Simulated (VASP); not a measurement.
# Zr2Br in VASP: a series of runs

Runs on Zr2Br. Level: PBE. Tasks: single point, relaxation of cell and atoms.

Program: VASP 6.6.1. These are calculated values, not measurements. Logs are shortened: lines on timing, memory, paths and dates and some standing lists are left out, and cuts for length are marked.

## Step 1: The cell of the first run

Symmetry: I4/mmm, No. 139, tetragonal system. Conventional cell: a = 4.601 Å, b = 4.601 Å, c = 6.474 Å, α = 90.00°, β = 90.00°, γ = 90.00°. Within 3.7 Å of Zr (site symmetry -4m2) lie 4 Br at 2.81 Å and 6 Zr at 3.24 to 3.25 Å. Br (site symmetry 4/mmm) has 8 Zr at 2.81 Å within 3.7 Å.

## Step 2: Single point, PBE

The input, INCAR:

```
SYSTEM = Zr2Br
PREC = Accurate
ENCUT = 520
EDIFF = 1E-6
ISMEAR = 0
SIGMA = 0.1
LREAL = .FALSE.
LASPH = .TRUE.
NELM = 60
ALGO = Normal
ISIF = 2
LWAVE = .FALSE.
LCHARG = .TRUE.
GGA = PE
LELF = .TRUE.
LVHAR = .TRUE.
NBANDS = 22
```

The input, KPOINTS:

```
Automatic mesh
0
G
  6 6 6
  0 0 0
```

The input, POSCAR:

```
Zr2Br
1.0
   -2.3004369972      2.3004369972      3.2368238997
    2.3004369972     -2.3004369972      3.2368238997
    2.3004369972      2.3004369972     -3.2368238997
Zr Br
2 1
Direct
    0.7500000000      0.2500000000      0.5000000000
    0.2500000000      0.7500000000      0.5000000000
    0.5000000000      0.5000000000      0.0000000000
```

Potentials or basis: VASP PAW PBE potentials, release 64 (Zr_sv, Br).

Command:

```sh
cat potpaw_PBE.64/Zr_sv/POTCAR potpaw_PBE.64/Br/POTCAR > POTCAR
mpirun -np 1 vasp_std > vasp.out
```

OUTCAR:

```text
SYSTEM = Zr2Br
   PREC = Accurate
   ENCUT = 520
   EDIFF = 1E-6
   ISMEAR = 0
   LREAL = .FALSE.
   LASPH = .TRUE.
   NELM = 60
   ISIF = 2
   GGA = PE

 ion  position               nearest neighbor table
   1  0.750  0.250  0.500-   3 2.81   3 2.81   3 2.81   3 2.81   2 3.24   2 3.24   2 3.25   2 3.25
                             2 3.25   2 3.25
   2  0.250  0.750  0.500-   3 2.81   3 2.81   3 2.81   3 2.81   1 3.24   1 3.24   1 3.25   1 3.25
                             1 3.25   1 3.25
   3  0.500  0.500  0.000-   2 2.81   1 2.81   2 2.81   1 2.81   1 2.81   2 2.81   1 2.81   2 2.81

  LATTYP: Found a body centered tetragonal cell.
 ALAT       =     4.6008739944
 C/A-ratio  =     1.4070474017

  Lattice vectors:

 A1 = (  -2.3004369972,   2.3004369972,   3.2368238997)
 A2 = (   2.3004369972,  -2.3004369972,   3.2368238997)
 A3 = (   2.3004369972,   2.3004369972,  -3.2368238997)

Analysis of symmetry for initial positions (statically):
=====================================================================
 Subroutine PRICEL returns:
 Original cell was already a primitive cell.

 Routine SETGRP: Setting up the symmetry group for a
 body centered tetragonal supercell.

 Subroutine GETGRP returns: Found 16 space group operations
 (whereof 16 operations were pure point group operations)
 out of a pool of 16 trial point group operations.

The static configuration has the point symmetry D_4h.

Analysis of symmetry for dynamics (positions and initial velocities):
=====================================================================
 Subroutine PRICEL returns:
 Original cell was already a primitive cell.

 Routine SETGRP: Setting up the symmetry group for a
 body centered tetragonal supercell.

 Subroutine GETGRP returns: Found 16 space group operations
 (whereof 16 operations were pure point group operations)
 out of a pool of 16 trial point group operations.

The dynamic configuration has the point symmetry D_4h.

 Subroutine INISYM returns: Found 16 space group operations
 (whereof 16 operations are pure point group operations),
 and found     1 'primitive' translations

----------------------------------------------------------------------------------------

                                     Primitive cell

  volume of cell :      68.5172

  direct lattice vectors                    reciprocal lattice vectors
    -2.300436997  2.300436997  3.236823900     0.000000000  0.217350008  0.154472414
     2.300436997 -2.300436997  3.236823900     0.217350008  0.000000000  0.154472414
     2.300436997  2.300436997 -3.236823900     0.217350008  0.217350008  0.000000000

  length of vectors
     4.589231931  4.589231931  4.589231931     0.266650994  0.266650994  0.307379329

  position of ions in fractional coordinates (direct lattice)
     0.750000000  0.250000000  0.500000000
     0.250000000  0.750000000  0.500000000
     0.500000000  0.500000000  0.000000000

  ion indices of the primitive-cell ions
   primitive index   ion index
                 1           1
                 2           2
                 3           3

----------------------------------------------------------------------------------------

 KPOINTS: Automatic mesh

Automatic generation of k-mesh.
 Grid dimensions read from file:
 generate k-points for:    6    6    6

 Generating k-lattice:

  Cartesian coordinates                     Fractional coordinates (reciprocal lattice)
     0.000000000  0.036225001  0.025745402     0.166666667  0.000000000  0.000000000
     0.036225001  0.000000000  0.025745402     0.000000000  0.166666667  0.000000000
     0.036225001  0.036225001  0.000000000     0.000000000  0.000000000  0.166666667

  Length of vectors
     0.044441832  0.044441832  0.051229888

  Shift w.r.t. Gamma in fractional coordinates (k-lattice)
     0.000000000  0.000000000  0.000000000

 Subroutine IBZKPT returns following result:
 ===========================================

 Found     30 irreducible k-points:

 Following reciprocal coordinates:
            Coordinates               Weight
  0.000000  0.000000  0.000000      1.000000
  0.166667  0.000000  0.000000      8.000000
  0.333333  0.000000 -0.000000      8.000000
  0.500000  0.000000 -0.000000      4.000000
  0.166667  0.166667 -0.000000      8.000000
  0.333333  0.166667 -0.000000     16.000000
[... 16 lines left out ...]
 -0.333333 -0.333333  0.166667      8.000000
 -0.166667 -0.333333  0.166667      8.000000
 [... further k-points ...]
   k-points           NKPTS =     30   k-points in BZ     NKDIM =     30   number of bands    NBANDS=     22
   number of dos      NEDOS =    301   number of ions     NIONS =      3
   total plane-waves  NPLWV =  46656
   dimension x,y,z NGX =    36 NGY =   36 NGZ =   36
   dimension x,y,z NGXF=    72 NGYF=   72 NGZF=   72
   ions per type =               2   1
   NGX,Y,Z   is equivalent  to a cutoff of  13.04, 13.04, 13.04 a.u.
   NGXF,Y,Z  is equivalent  to a cutoff of  26.08, 26.08, 26.08 a.u.
 SYSTEM =  Zr2Br
   PREC   = accura    normal or accurate (medium, high low for compatibility)
   ISTART =      0    job   : 0-new  1-cont  2-samecut
   ICHARG =      2    charge: 1-file 2-atom 10-const
   ISPIN  =      1    spin polarized calculation?
   LNONCOLLINEAR =      F non collinear calculations
   LSORBIT =      F    spin-orbit coupling
   LASPH  =      T    aspherical Exc in radial PAW
   ENCUT  =  520.0 eV  38.22 Ry    6.18 a.u.   8.53  8.53  8.53*2*pi/ulx,y,z
   NELM   =     60;   NELMIN=  2; NELMDL= -5     # of ELM steps
   EDIFF  = 0.1E-05   stopping-criterion for ELM
   LREAL  =      F    real-space projection
   EDIFFG = 0.1E-04   stopping-criterion for IOM
   NSW    =      0    number of steps for IOM
   IBRION =     -1    ionic relax: 0-MD 1-quasi-New 2-CG
   NFREE  =      0    steps in history (QN), initial steepest desc. (CG)
   ISIF   =      2    stress and relaxation
   ISYM   =      2    0-nonsym 1-usesym 2-fastsym
   POTIM  = 0.5000    time-step for ionic-motion
   TEBEG  =    0.0;   TEEND  =   0.0 temperature during run
   PSTRESS=    0.0 pullay stress
   NELECT =      31.0000    total number of electrons
   NUPDOWN=      -1.0000    fix difference up-down
   EMIN   =  10.00;   EMAX   =-10.00  energy-range for DOS
   EFERMI =   0.00;   METHOD = LEGACY
   ISMEAR =     0;   SIGMA  =   0.10  broadening in eV -4-tet -1-fermi 0-gaus
   EFERMI_NEDOS =   21; number of points for ismear=-14 and -15
   IALGO  =     38    algorithm
   IMIX   =      4    mixing-type and parameters
     AMIX     =   0.40;   BMIX     =  1.00
     AMIX_MAG =   1.60;   BMIX_MAG =  1.00
  volume/ion in A,a.u.               =      22.84       154.13
  Fermi-wavevector in a.u.,A,eV,Ry     =   1.256788  2.374986 21.490633  1.579517
  Thomas-Fermi vector in A             =   2.390479
   LORBIT       =      0    0 simple, 1 ext, 2 COOP (PROOUT), +10 PAW based schemes
   GGA     = PE    functional components
   LHFCALC =     F    Hartree Fock is set to
   AEXX    =    0.0000 exact exchange contribution
   IVDW    =     0    specifies the selected vdW correction
   LEPSILON=     F    determine dielectric tensor
   LRPA    =     F    only Hartree local field effects (RPA)
 non-spin polarized calculation
 Gauss-broadening in eV      SIGMA  =   0.10
  energy-cutoff  :      520.00
  volume of cell :       68.52
 maximum number of plane-waves:      1866
 NGX is ok and might be reduce to    36
   NGX = 17   NGY = 17   NGZ = 17

 number of electron      31.0000000 magnetization

 Free energy of the ion-electron system (eV)
  ---------------------------------------------------
  ext. energy  EPLUGINS =         0.00000000
  ---------------------------------------------------
  free energy    TOTEN  =       -17.79680931 eV

  energy without entropy =      -17.77446816  energy(sigma->0) =      -17.78563874

 E-fermi :   8.8570     XC(G=0): -10.7023

 val. band max:        8.8245237427   @ k =   0.3333   0.3333  -0.0000
 cond. band min:       8.8672674884   @ k =  -0.3333   0.1667   0.0000
 fundamental gap:      0.0427437457
 Fermi energy:         8.8570276824

 k-point     1 :       0.0000    0.0000    0.0000
  band No.  band energies     occupation
      1     -40.6410      2.00000
      2     -40.5167      2.00000
      3     -18.8470      2.00000
      4     -18.8381      2.00000
      5     -18.8381      2.00000
      6     -18.4953      2.00000
[... 14 lines left out ...]
     21      11.3321      0.00000
     22      13.4824      0.00000

 k-point     2 :       0.1667    0.0000    0.0000
  band No.  band energies     occupation
      1     -40.6324      2.00000
      2     -40.5248      2.00000
      3     -18.8295      2.00000
      4     -18.8208      2.00000
      5     -18.8177      2.00000
      6     -18.5336      2.00000
[... 14 lines left out ...]
     21      11.9584      0.00000
     22      11.9737      0.00000

 k-point     3 :       0.3333    0.0000   -0.0000
  band No.  band energies     occupation
      1     -40.6091      2.00000
      2     -40.5470      2.00000
      3     -18.7911      2.00000
      4     -18.7620      2.00000
      5     -18.7601      2.00000
      6     -18.6238      2.00000
[... 14 lines left out ...]
     21      10.2896      0.00000
     22      12.1978      0.00000
[... 476 lines left out ...]
 k-point    23 :      -0.3333   -0.3333    0.1667
  band No.  band energies     occupation
      1     -40.5972      2.00000
      2     -40.5579      2.00000
      3     -18.9349      2.00000
      4     -18.8727      2.00000
      5     -18.7848      2.00000
      6     -18.5810      2.00000
[... 14 lines left out ...]
     21      11.0719      0.00000
     22      11.1949      0.00000

 k-point    24 :      -0.1667   -0.3333    0.1667
  band No.  band energies     occupation
      1     -40.6131      2.00000
      2     -40.5429      2.00000
      3     -18.8605      2.00000
      4     -18.8511      2.00000
      5     -18.7568      2.00000
      6     -18.6300      2.00000
[... 14 lines left out ...]
     21      11.2513      0.00000
     22      11.3351      0.00000

 [... further k-points ...]

------------------------ aborting loop because EDIFF is reached ----------------------------------------

  FORCE on cell =-STRESS in cart. coord.  units (eV):
  Direction    XX          YY          ZZ          XY          YZ          ZX
  --------------------------------------------------------------------------------------
  -------------------------------------------------------------------------------------
  Total        0.0109571      0.0109571      0.0879191      0.0000000      0.0000000      0.0000000
  in kB        0.2562154      0.2562154      2.0558629      0.0000000      0.0000000      0.0000000
  external PRESSURE =       0.8560979 kB  Pullay stress =       0.0000000 kB

 VOLUME and BASIS-vectors are now :
 -----------------------------------------------------------------------------
  energy-cutoff  :      520.00
  volume of cell :       68.52
      direct lattice vectors                 reciprocal lattice vectors
    -2.300436997  2.300436997  3.236823900     0.000000000  0.217350008  0.154472414
     2.300436997 -2.300436997  3.236823900     0.217350008  0.000000000  0.154472414
     2.300436997  2.300436997 -3.236823900     0.217350008  0.217350008  0.000000000

 POSITION                                       TOTAL-FORCE (eV/Angst)
 -----------------------------------------------------------------------------------
      0.00000      2.30044      1.61841         0.000000      0.000000      0.000000
      2.30044      0.00000      1.61841        -0.000000     -0.000000     -0.000000
      0.00000      0.00000      3.23682         0.000000     -0.000000      0.000000
 -----------------------------------------------------------------------------------
    total drift:                               -0.000000      0.000000     -0.000000

  FREE ENERGIE OF THE ION-ELECTRON SYSTEM (eV)
  ---------------------------------------------------
  free  energy   TOTEN  =       -17.7968093110 eV

  energy  without entropy=      -17.7744681614  energy(sigma->0) =      -17.78563874
```

It took 1.8 min on 1 thread of AMD EPYC 7R13, shared host; peak memory 0.19 GiB.

What came out:

```yaml
Free_energy: -17.7968 eV
Pressure: 0.1 GPa
```

Stress tensor (GPa, compression positive):
```
0.03 0.00 0.00
0.00 0.03 0.00
0.00 0.00 0.21
```

Levels at points of the mesh, in eV from the Fermi level:
```tsv
k point	band 11	band 12	band 13	band 14	band 15	band 16	band 17	band 18	band 19	band 20
(0.00, 0.00, 0.00)	-7.64	-7.63	-2.82	-2.40	-2.39	1.84	1.84	1.90	2.44	2.48
(0.50, 0.00, 0.00)	-7.29	-7.28	-0.92	-0.86	-0.84	-0.13	0.30	0.32	0.45	0.45
(0.50, 0.50, 0.00)	-6.97	-6.96	-2.57	-1.91	-1.48	0.71	0.74	1.25	1.28	1.42
(0.50, 0.50, 0.50)	-6.98	-6.98	-2.55	-1.94	-1.45	0.78	0.78	1.23	1.23	1.49
```

Caveat: an odd number of electrons without spin polarisation forces a metal; a magnetic or distorted state may lie lower.

## Step 3: Single point, PBE

The input, INCAR:

```
PREC = Accurate
ENCUT = 520
EDIFF = 1E-7
ISMEAR = 0
SIGMA = 0.1
LREAL = False
LASPH = True
NELM = 100
ALGO = Normal
ISIF = 2
LWAVE = False
LCHARG = False
GGA = PE
NBANDS = 22
```

The input, KPOINTS:

```
Automatic mesh
0
Gamma
  12 12 12
```

The input, POSCAR:

```
Zr2Br
1.0
    0.0000000000      3.2478141004      3.2478141004
    3.2478141004      0.0000000000      3.2478141004
    3.2478141004      3.2478141004      0.0000000000
Zr Br
2 1
Direct
    0.2500000000      0.2500000000      0.2500000000
    0.7500000000      0.7500000000      0.7500000000
    0.5000000000      0.5000000000      0.5000000000
```

Potentials or basis: VASP PAW PBE potentials, release 64 (Zr_sv, Br).

Command:

```sh
cat potpaw_PBE.64/Zr_sv/POTCAR potpaw_PBE.64/Br/POTCAR > POTCAR
mpirun -np 1 vasp_std > vasp.out
```

Run time: 4.5 min. Hardware: 1 thread of AMD EPYC 7R13, shared host; peak memory 0.24 GiB.

It converged, with:

```
Free energy : -17.8350 eV
Pressure    : 0.1 GPa
```

Levels at points of the mesh, in eV from the Fermi level:
```tsv
k point	band 11	band 12	band 13	band 14	band 15	band 16	band 17	band 18	band 19	band 20
(0.00, 0.00, 0.00)	-7.56	-7.56	-2.75	-2.33	-2.33	1.93	1.93	1.93	2.54	2.54
(0.50, 0.00, 0.00)	-7.21	-7.21	-0.85	-0.78	-0.78	-0.06	0.39	0.39	0.52	0.52
(0.50, 0.50, 0.00)	-6.89	-6.89	-2.50	-1.85	-1.40	0.82	0.82	1.33	1.33	1.52
```

Caveat: an odd number of electrons without spin polarisation forces a metal; a magnetic or distorted state may lie lower.

(Continued in part 2 of 2.)
